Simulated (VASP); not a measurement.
Write the native input for VASP 6.6.1 that does the following.

* Task: single point
* Functional: PBEsol
* Potentials or basis: VASP PAW PBE potentials, release 64 (Hf_pv, N)
* Cutoff: 600 eV
* k mesh: 8 × 8 × 8
* Occupations: gaussian, width 0.1 eV
* Spin: no spin polarisation
* Dipole correction: no
* Further INCAR settings: ALGO = Normal; EDIFF = 1e-06; NBANDS = 14

The structure of HfN lies in POSCAR:

```
HfN
1.0
    0.0000000000      2.2558601243      2.2558601243
    2.2558601243      0.0000000000      2.2558601243
    2.2558601243      2.2558601243      0.0000000000
Hf N
1 1
Direct
    0.0000000000      0.0000000000      0.0000000000
    0.5000000000      0.5000000000      0.5000000000
```

One way to write it, as run:

INCAR

```
SYSTEM = HfN
PREC = Accurate ; ENCUT = 600
EDIFF = 1E-6 ; ISMEAR = 0
SIGMA = 0.1 ; LREAL = .False.
LASPH = .True. ; NELM = 120
ALGO = Normal ; ISIF = 2
LWAVE = .False. ; LCHARG = .False.
GGA = PS ; NBANDS = 14
GGA_COMPAT = .False.
```

KPOINTS

```
regular mesh
0
Gamma
  8 8 8
  0 0 0
```

Potentials or basis: VASP PAW PBE potentials, release 64 (Hf_pv, N).

Command:

```console
$ cat potpaw_PBE.64/Hf_pv/POTCAR potpaw_PBE.64/N/POTCAR > POTCAR
$ mpirun -np 1 vasp_std > vasp.out
```

It gave:

| Property | Result |
| --- | --- |
| Pressure | -3.9 GPa |

Caveat: the PAW data sets were made with another functional, which shifts forces and pressure a little.

Wall time 21 s on 1 thread of Intel Xeon 8259CL, on a shared host, peak memory 0.16 GiB.
